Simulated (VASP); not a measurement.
# NiO2 (R-3m) in VASP: notebook, part 2 of 2

VASP 6.6.1. The steps go on from the part before.

## Step 3: Single point, LDA+U, collinear spin, ferromagnetic start

File INCAR:

```
SYSTEM = NiO2
PREC = Accurate ; ENCUT = 600
EDIFF = 1E-6 ; ISMEAR = -1
SIGMA = 0.1 ; LREAL = .False.
LASPH = .True. ; NELM = 200
ALGO = Normal ; ISIF = 2
LWAVE = .False. ; LCHARG = .False.
ISPIN = 2 ; MAGMOM = 1 0 0
LORBIT = 11 ; LMAXMIX = 4
LDAU = .True. ; LDAUTYPE = 2
LDAUL = 2 -1 ; LDAUU = 5 0
LDAUJ = 0 0 ; LDAUPRINT = 1
GGA = CA ; NBANDS = 22
GGA_COMPAT = .False.
```

File KPOINTS:

```
Automatic mesh
0
Gamma
  4 4 4
  0 0 0
```

File POSCAR:

```
NiO2
1.0
    1.4021290000      0.8095195556      6.9742946667
   -1.4021290000      0.8095195556      6.9742946667
    0.0000000000     -1.6190391112      6.9742946667
Ni O
1 2
Direct
    0.0000000000      0.0000000000      0.0000000000
    0.6212106667      0.6212106667      0.6212106667
    0.3787893333      0.3787893333      0.3787893333
```

Potentials or basis: VASP PAW LDA potentials, release 64 (Ni, O).

Command:

```bash
cat potpaw_LDA.64/Ni/POTCAR potpaw_LDA.64/O/POTCAR > POTCAR
mpirun -np 1 vasp_std > vasp.out
```

OUTCAR:

```text
SYSTEM = NiO2
   PREC = Accurate
   ENCUT = 600
   EDIFF = 1E-6
   ISMEAR = -1
   LREAL = .False.
   LASPH = .True.
   NELM = 200
   ISIF = 2
   ISPIN = 2
   LORBIT = 11
   GGA = CA

 ion  position               nearest neighbor table
   1  0.000  0.000  0.000-   2 1.88   2 1.88   3 1.88   3 1.88   2 1.88   3 1.88
   2  0.621  0.621  0.621-   1 1.88   1 1.88   1 1.88
   3  0.379  0.379  0.379-   1 1.88   1 1.88   1 1.88

  LATTYP: Found a trigonal (rhomboedric) cell.
 ALAT       =     7.1597537487
 COS(alpha) =     0.9232974560

  Lattice vectors:

 A1 = (   1.4021290000,   0.8095195556,   6.9742946667)
 A2 = (  -1.4021290000,   0.8095195556,   6.9742946667)
 A3 = (   0.0000000000,  -1.6190391112,   6.9742946667)

[... 892 lines left out ...]
  volume of cell :       47.50
      direct lattice vectors                 reciprocal lattice vectors
     1.402129000  0.809519556  6.974294667     0.356600570  0.205883435  0.047794558
    -1.402129000  0.809519556  6.974294667    -0.356600570  0.205883435  0.047794558
     0.000000000 -1.619039111  6.974294667     0.000000000 -0.411766870  0.047794558

 POSITION                                       TOTAL-FORCE (eV/Angst)
 -----------------------------------------------------------------------------------
      0.00000      0.00000      0.00000         0.000000      0.000000      0.000000
      0.00000      0.00000     12.99752         0.000000      0.000000      1.221923
      0.00000      0.00000      7.92537         0.000000     -0.000000     -1.221923
 -----------------------------------------------------------------------------------
    total drift:                                0.000000      0.000000      0.000000

  FREE ENERGIE OF THE ION-ELECTRON SYSTEM (eV)
  ---------------------------------------------------
  free  energy   TOTEN  =       -17.2757314714 eV

  energy  without entropy=      -17.2754366160  energy(sigma->0) =      -17.27558404

 total charge

# of ion       s       p       d       tot
------------------------------------------
    1        0.498   0.794   8.346   9.637
    2        1.576   3.292   0.000   4.868
    3        1.576   3.292   0.000   4.868
--------------------------------------------------
tot          3.651   7.377   8.346  19.374

 magnetization (x)

# of ion       s       p       d       tot
------------------------------------------
    1       -0.000   0.000   0.000   0.000
    2        0.000  -0.000   0.000  -0.000
    3        0.000  -0.000   0.000  -0.000
--------------------------------------------------
tot         -0.000  -0.000   0.000  -0.000
```

Run time: 3 min. Hardware: 1 thread of Intel Xeon Platinum 8259CL at 2.50GHz (Skylake/Cascade Lake), shared host; peak memory 0.38 GiB.

What came out:

| Quantity | Value |
| --- | --- |
| Free energy | -17.2757 eV |
| Pressure | -11.8 GPa |
| Largest force | 1.222 eV/Å |
| Band gap on the k mesh | 1.70 eV |
| Net moment | 0.00 μB per cell |
| Valence electrons inside the program's atomic spheres | Ni 9.64; O 4.87 |

Forces in eV/Å, atoms in the order of the input:
```
Ni   0.000  0.000  0.000
O    0.000  0.000  1.222
O    0.000  0.000 -1.222
```

Stress tensor (GPa, compression positive):
```
-13.67   0.00   0.00
  0.00 -13.67   0.00
  0.00   0.00  -8.17
```

Levels at points of the mesh, in eV from the valence-band top:
Spin up:
```
           k point  band 7  band 8  band 9  band 10  band 11  band 12  band 13  band 14  band 15  band 16
(0.00, 0.00, 0.00)   -2.92   -0.54   -0.54    -0.20    -0.20     2.84     2.84     7.71    10.99    11.26
(0.50, 0.00, 0.00)   -2.71   -2.22   -1.81    -1.33    -0.97     2.18     2.74    12.76    13.25    14.01
(0.50, 0.50, 0.00)   -2.71   -2.23   -1.81    -1.34    -0.97     2.18     2.74    12.98    13.45    13.74
(0.50, 0.50, 0.50)   -2.92   -0.60   -0.51    -0.20    -0.20     2.83     2.83     8.51     9.17    12.10
```
Spin down:
| k point | band 9 | band 10 | band 11 | band 12 | band 13 | band 14 |
| --- | --- | --- | --- | --- | --- | --- |
| (0.00, 0.00, 0.00) | -0.54 | -0.20 | -0.20 | 2.84 | 2.84 | 7.71 |
| (0.50, 0.00, 0.00) | -1.81 | -1.33 | -0.97 | 2.18 | 2.74 | 12.76 |
| (0.50, 0.50, 0.00) | -1.81 | -1.34 | -0.97 | 2.18 | 2.74 | 12.98 |
| (0.50, 0.50, 0.50) | -0.51 | -0.20 | -0.20 | 2.83 | 2.83 | 8.51 |

Eigenvalues of the final occupation matrices:
```tsv
site	spin	trace	eigenvalues
site 1 d	1	4.19	0.61 0.61 0.98 0.99 0.99
site 1 d	2	4.19	0.61 0.61 0.98 0.99 0.99
```

Caveat: the k points lie up to 0.65 Å⁻¹ apart; the moments typed at the start vanished in this run; forces of over 1 eV/Å act on the atoms, so gaps and moduli don't describe the material at rest. The state reached can hang on the start; a lower one may exist.

## Step 4: Single point, LDA+U, collinear spin, ferromagnetic start

File INCAR:

```
SYSTEM = NiO2
PREC = Accurate
ENCUT = 600
EDIFF = 1E-6
ISMEAR = -1
SIGMA = 0.1
LREAL = .False.
LASPH = .True.
NELM = 200
ALGO = Normal
ISIF = 2
LWAVE = .False.
LCHARG = .False.
ISPIN = 2
MAGMOM = 1 0 0
LORBIT = 11
LMAXMIX = 4
LDAU = .True.
LDAUTYPE = 2
LDAUL = 2 -1
LDAUU = 5 0
LDAUJ = 0 0
LDAUPRINT = 1
NBANDS = 22
GGA_COMPAT = .False.
```

File KPOINTS:

```
Automatic mesh
0
Gamma
  6 6 6
  0 0 0
```

POSCAR is that of step 3.

Command:

```bash
cat potpaw_LDA.64/Ni/POTCAR potpaw_LDA.64/O/POTCAR > POTCAR
mpirun -np 1 vasp_std > vasp.out
```

Run time: 9.6 min. Hardware: 1 thread of Intel Xeon Platinum 8259CL at 2.50GHz (Skylake/Cascade Lake), shared host; peak memory 0.41 GiB.

Results (log left out):

| Property | Result |
| --- | --- |
| Free energy | -17.3273 eV |
| Pressure | -12.1 GPa |
| Largest force | 1.240 eV/Å |
| Band gap on the k mesh | 1.79 eV (least direct gap 1.94 eV) |
| Net moment | 0.00 μB per cell |
| Valence electrons inside the program's atomic spheres | Ni 9.64; O 4.87 |

Forces on the atoms (eV/Å):
```
Ni   0.000  0.000  0.000
O    0.000  0.000  1.240
O    0.000  0.000 -1.240
```

Stress tensor (GPa, compression positive):
```
-13.95   0.00   0.00
  0.00 -13.95   0.00
  0.00   0.00  -8.25
```

Levels at points of the mesh, in eV from the valence-band top:
Spin up:
```
           k point  band 7  band 8  band 9  band 10  band 11  band 12  band 13  band 14  band 15  band 16
(0.00, 0.00, 0.00)   -2.92   -0.59   -0.57    -0.27    -0.27     2.80     2.80     7.68    10.94    11.23
(0.50, 0.00, 0.00)   -2.72   -2.24   -1.87    -1.36    -1.03     2.15     2.70    12.73    13.22    13.97
(0.50, 0.50, 0.00)   -2.72   -2.24   -1.87    -1.36    -1.02     2.15     2.70    12.94    13.41    13.70
(0.50, 0.50, 0.50)   -2.92   -0.65   -0.55    -0.27    -0.27     2.80     2.80     8.47     9.13    12.06
```
Spin down:
```csv
k point,band 8,band 9,band 10,band 11,band 12,band 13,band 14,band 15
"(0.00, 0.00, 0.00)",-0.59,-0.57,-0.27,-0.27,2.80,2.80,7.68,10.94
"(0.50, 0.00, 0.00)",-2.24,-1.87,-1.36,-1.03,2.15,2.70,12.73,13.22
"(0.50, 0.50, 0.00)",-2.24,-1.87,-1.36,-1.02,2.15,2.70,12.94,13.41
"(0.50, 0.50, 0.50)",-0.65,-0.55,-0.27,-0.27,2.80,2.80,8.47,9.13
```

Eigenvalues of the final occupation matrices:
```
    site  spin  trace               eigenvalues
site 1 d     1   4.19  0.61 0.61 0.99 0.99 0.99
site 1 d     2   4.19  0.61 0.61 0.99 0.99 0.99
```

Caveat: the k points lie up to 0.43 Å⁻¹ apart; the moments typed at the start vanished in this run; forces of over 1 eV/Å act on the atoms, so gaps and moduli don't describe the material at rest. The state reached can hang on the start; a lower one may exist.

## Step 5: Single point, LDA+U, collinear spin, ferromagnetic start

File INCAR:

```
SYSTEM = NiO2
  PREC = Accurate
  ENCUT = 600
  EDIFF = 1E-6
  ISMEAR = -1
  SIGMA = 0.1
  LREAL = .FALSE.
  LASPH = .TRUE.
  NELM = 200
  ALGO = Normal
  ISIF = 2
  LWAVE = .FALSE.
  LCHARG = .FALSE.
  ISPIN = 2
  MAGMOM = 1 0 0
  LORBIT = 11
  LMAXMIX = 4
  LDAU = .TRUE.
  LDAUTYPE = 2
  LDAUL = 2 -1
  LDAUU = 5 0
  LDAUJ = 0 0
  LDAUPRINT = 1
  GGA = CA
  NBANDS = 22
  GGA_COMPAT = .FALSE.
```

File KPOINTS:

```
regular mesh
0
G
  7 7 7
  0 0 0
```

POSCAR is that of step 4.

Potentials or basis: VASP PAW LDA potentials, release 64 (Ni, O).

Command:

```bash
cat potpaw_LDA.64/Ni/POTCAR potpaw_LDA.64/O/POTCAR > POTCAR
mpirun -np 1 vasp_std > vasp.out
```

OUTCAR:

```text
SYSTEM = NiO2
   PREC = Accurate
   ENCUT = 600
   EDIFF = 1E-6
   ISMEAR = -1
   LREAL = .FALSE.
   LASPH = .TRUE.
   NELM = 200
   ISIF = 2
   ISPIN = 2
   LORBIT = 11
   GGA = CA

 ion  position               nearest neighbor table
   1  0.000  0.000  0.000-   2 1.88   2 1.88   3 1.88   3 1.88   2 1.88   3 1.88
   2  0.621  0.621  0.621-   1 1.88   1 1.88   1 1.88
   3  0.379  0.379  0.379-   1 1.88   1 1.88   1 1.88

  LATTYP: Found a trigonal (rhomboedric) cell.
 ALAT       =     7.1597537487
 COS(alpha) =     0.9232974560

  Lattice vectors:

 A1 = (   1.4021290000,   0.8095195556,   6.9742946667)
 A2 = (  -1.4021290000,   0.8095195556,   6.9742946667)
 A3 = (   0.0000000000,  -1.6190391112,   6.9742946667)

[... 1457 lines left out ...]
  volume of cell :       47.50
      direct lattice vectors                 reciprocal lattice vectors
     1.402129000  0.809519556  6.974294667     0.356600570  0.205883435  0.047794558
    -1.402129000  0.809519556  6.974294667    -0.356600570  0.205883435  0.047794558
     0.000000000 -1.619039111  6.974294667     0.000000000 -0.411766870  0.047794558

 POSITION                                       TOTAL-FORCE (eV/Angst)
 -----------------------------------------------------------------------------------
      0.00000      0.00000      0.00000         0.000000      0.000000     -0.000000
      0.00000      0.00000     12.99752         0.000000     -0.000000      1.230871
      0.00000      0.00000      7.92537         0.000000      0.000000     -1.230871
 -----------------------------------------------------------------------------------
    total drift:                                0.000000      0.000000      0.000000

  FREE ENERGIE OF THE ION-ELECTRON SYSTEM (eV)
  ---------------------------------------------------
  free  energy   TOTEN  =       -17.3252810811 eV

  energy  without entropy=      -17.3251256108  energy(sigma->0) =      -17.32520335

 total charge

# of ion       s       p       d       tot
------------------------------------------
    1        0.498   0.790   8.352   9.639
    2        1.577   3.288   0.000   4.865
    3        1.577   3.288   0.000   4.865
--------------------------------------------------
tot          3.652   7.366   8.352  19.370

 magnetization (x)

# of ion       s       p       d       tot
------------------------------------------
    1       -0.000  -0.000  -0.000  -0.000
    2        0.000   0.000   0.000   0.000
    3        0.000   0.000   0.000   0.000
--------------------------------------------------
tot         -0.000   0.000  -0.000  -0.000
```

OSZICAR:

```text
N       E                     dE             d eps       ncg     rms          rms(c)
DAV:   1     0.184471324527E+03    0.18447E+03   -0.11163E+04  3872   0.116E+03
DAV:   2    -0.289886326158E+01   -0.18737E+03   -0.17005E+03  4194   0.296E+02
DAV:   3    -0.216173831088E+02   -0.18719E+02   -0.18396E+02  4670   0.998E+01
DAV:   4    -0.219125731540E+02   -0.29519E+00   -0.29487E+00  4268   0.132E+01
DAV:   5    -0.219173241951E+02   -0.47510E-02   -0.47508E-02  4818   0.159E+00    0.282E+01
DAV:   6    -0.285116023596E+02   -0.65943E+01   -0.30052E+01  4778   0.143E+02    0.438E+01
DAV:   7    -0.174174046335E+02    0.11094E+02   -0.13717E+01  4662   0.759E+01    0.861E+00
DAV:   8    -0.172830350603E+02    0.13437E+00   -0.25405E+00  5110   0.270E+01    0.463E+00
DAV:   9    -0.173364221916E+02   -0.53387E-01   -0.61526E-01  4616   0.192E+01    0.203E+00
DAV:  10    -0.173240013884E+02    0.12421E-01   -0.96105E-02  4686   0.455E+00    0.542E-01
DAV:  11    -0.173255602546E+02   -0.15589E-02   -0.99709E-03  4572   0.159E+00    0.299E-01
DAV:  12    -0.173253042478E+02    0.25601E-03   -0.41527E-03  4098   0.153E+00    0.132E-01
DAV:  13    -0.173252783074E+02    0.25940E-04   -0.47837E-04  4784   0.238E-01    0.498E-02
DAV:  14    -0.173252796819E+02   -0.13745E-05   -0.62126E-05  5740   0.109E-01    0.164E-02
DAV:  15    -0.173252816243E+02   -0.19424E-05   -0.35539E-05  4556   0.109E-01    0.127E-02
DAV:  16    -0.173252810811E+02    0.54321E-06   -0.45916E-06  4628   0.385E-02
   1 F= -.17325281E+02 E0= -.17325203E+02  d E =-.155470E-03  mag=     0.0000
```

Run time: 10 min. Hardware: 1 thread of Intel Xeon Platinum 8259CL at 2.50GHz (Skylake/Cascade Lake), shared host; peak memory 0.43 GiB.

Results:

```
Free energy                                           : -17.3253 eV
Pressure                                              : -12.1 GPa
Largest force                                         : 1.231 eV/Å
Band gap on the k mesh                                : 1.66 eV (least direct gap 1.83 eV)
Net moment                                            : 0.00 μB per cell
Valence electrons inside the program's atomic spheres : Ni 9.64; O 4.87
```

Forces on the atoms (eV/Å):
```
Ni   0.000  0.000  0.000
O    0.000  0.000  1.231
O    0.000  0.000 -1.231
```

Eigenvalues of the final occupation matrices:
```csv
site,spin,trace,eigenvalues
site 1 d,1,4.19,0.61 0.61 0.99 0.99 0.99
site 1 d,2,4.19,0.61 0.61 0.99 0.99 0.99
```

Caveat: the stress differs along the axes, from -14 to -8 GPa; the moments typed at the start vanished in this run; forces of over 1 eV/Å act on the atoms, so gaps and moduli don't describe the material at rest. A k mesh can miss the band edges.

## Step 6: Overview

| k mesh | gap on the mesh (eV) | pressure (GPa) | moment (μB) | largest force (eV/Å) |
| --- | --- | --- | --- | --- |
| 3 × 3 × 3 | 2.03 | -12.1 | 0.00 | 1.07 |
| 4 × 4 × 4 | 1.70 | -11.8 | 0.00 | 1.22 |
| 6 × 6 × 6 | 1.79 | -12.1 | 0.00 | 1.24 |
| 7 × 7 × 7 | 1.66 | -12.1 | 0.00 | 1.23 |

Alike in all rows: task single point; level LDA+U; potentials or basis VASP PAW LDA potentials, release 64 (Ni, O); spin collinear, ferromagnetic start; Ni d U = 5.0 eV; cell as given; cutoff (eV) 600; smearing fermi-dirac 0.1 eV.

Caveats: some runs use coarse meshes; the moments typed at the start vanished in this run; forces of over 1 eV/Å act on the atoms, so gaps and moduli don't describe the material at rest; the stress differs along the axes, from -14 to -8 GPa (at least some runs).

Absolute energies hang on the potentials; compare differences alone.
